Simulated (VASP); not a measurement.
**SnSe2: single point with PBE**

Crystal: SnSe2.

```xyz
3
Lattice="3.6052 0.0000 0.0000 -1.8026 3.1222 0.0000 0.0000 0.0000 6.2271" Properties=species:S:1:pos:R:3 pbc="T T T"
Sn    0.0000    0.0000    0.0000
Se    0.0000    2.0815    1.6389
Se    1.8026    1.0407    4.5881
```

This cell differs from its parent crystal: biaxial xy strain -5.8%.

```yaml
Program: VASP 6.6.1
Task: single point
Functional: PBE
Potentials_or_basis: VASP PAW PBE potentials, release 64 (Sn_d, Se)
Cutoff: 520 eV
k_mesh: 12 × 12 × 4
Occupations: fermi-dirac, width 0.02 eV
Spin: no spin polarisation
```

The pressure is 10.9 GPa. The largest force is 0.357 eV/Å. The band gap on the k mesh is 0.26 eV (least direct gap 1.14 eV).

Forces on the atoms (eV/Å):
```
Sn   0.000  0.000  0.000
Se   0.000  0.000  0.357
Se   0.000  0.000 -0.357
```

Stress tensor (GPa, compression positive):
```
13.41  0.00  0.00
 0.00 13.41  0.00
 0.00  0.00  5.91
```

Levels at points of the mesh, in eV from the valence-band top:
| k point | band 11 | band 12 | band 13 | band 14 | band 15 | band 16 |
| --- | --- | --- | --- | --- | --- | --- |
| (0.00, 0.00, 0.00) | -0.49 | -0.24 | -0.24 | 1.33 | 3.45 | 4.94 |
| (0.50, 0.00, 0.00) | -2.69 | -2.17 | -0.48 | 1.11 | 3.52 | 4.68 |
| (0.00, 0.00, 0.50) | -0.62 | -0.04 | -0.04 | 3.16 | 3.39 | 4.66 |
| (0.50, 0.00, 0.50) | -2.46 | -1.44 | -0.96 | 0.26 | 3.25 | 4.38 |

Run time: 95 s on 1 thread of Intel Xeon 8259CL, with other jobs on the host, peak memory 0.24 GiB.

Caveat: the cell differs from its parent crystal (biaxial xy strain -5.8%); the cell stands under pressure; spin-orbit coupling is left out, which moves the levels of the heavy elements; this functional lacks dispersion, which binds the layers, so the pressure and a relaxed spacing across them are unreliable. A k mesh can miss the band edges.
